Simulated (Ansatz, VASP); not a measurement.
Two plane-wave programs on MgO2

Contents of INCAR:

```
SYSTEM = MgO2
PREC = Accurate
ENCUT = 520
EDIFF = 1E-7
ISMEAR = 0
SIGMA = 0.05
LREAL = .FALSE.
LASPH = .TRUE.
NELM = 60
ALGO = Normal
ISIF = 2
LWAVE = .FALSE.
LCHARG = .FALSE.
GGA = PS
NBANDS = 14
```

File KPOINTS:

```
regular mesh
0
G
  12 12 12
  0 0 0
```

File POSCAR:

```
MgO2
1.0
    1.6849990668      0.9728346648      3.5813283468
   -1.6849990668      0.9728346648      3.5813283468
    0.0000000000     -1.9456693296      3.5813283468
Mg O
1 2
Direct
    0.0000000000      0.0000000000      0.0000000000
    0.4287860000      0.4287860000      0.4287860000
    0.5712140000      0.5712140000      0.5712140000
```

Input for Ansatz:

```yaml
crystal:
  lattice:
    - [1.6849990668, 0.9728346648, 3.5813283468]
    - [-1.6849990668, 0.9728346648, 3.5813283468]
    - [0.0, -1.9456693296, 3.5813283468]
  atoms:
    - { symbol: Mg, position: [0.0, 0.0, 0.0] }
    - { symbol: O, position: [0.428786, 0.428786, 0.428786] }
    - { symbol: O, position: [0.571214, 0.571214, 0.571214] }
basis:
  ecutwfc: 420
kpoints:
  mp_grid: { grid: [12, 12, 12] }
hamiltonian:
  xc: pbesol
scf:
  occupations: { method: gaussian, width: 0.05 }
output:
  forces: true
  stress: true
  eigenvalues: true
```

Change from the starting cell: strain +0.050 along x and y, +0.025 along z, atoms carried along.

Alike in both runs: task single point; functional PBEsol; k mesh 12 × 12 × 12; occupations gaussian, width 0.05 eV; no spin polarisation.

|  | VASP | Ansatz |
| --- | --- | --- |
| version | VASP 6.6.1 | Ansatz 0.2.0 |
| potentials or method | VASP PAW PBE potentials, release 64 (Mg, O), cutoff 520 eV | scalar-relativistic, plane waves, PAW |
| valence electrons in the cell | 14 | 22 |

```csv
,VASP,Ansatz,Ansatz less VASP
gap on the k mesh at the Fermi level (eV),1.83,1.86,+0.024
least direct gap on the mesh (eV),1.83,1.86,+0.024
pressure (GPa),-15.4,-15.1,+0.26
"traceless stress, the component that is largest in VASP (GPa)",-1.20,-1.98,-0.774
rms of the force components (eV/Å),0.122,0.192,+0.0693
```

VASP's potentials were made for PBE, not for PBEsol. Atom by atom the forces differ by 0.069 eV/Å (rms over components). The functional is the same, so the differences come from potentials, cutoffs and numerics. VASP's potentials hold 14 valence electrons a cell and Ansatz's 22, so a difference there can come from the potentials and not from the codes.
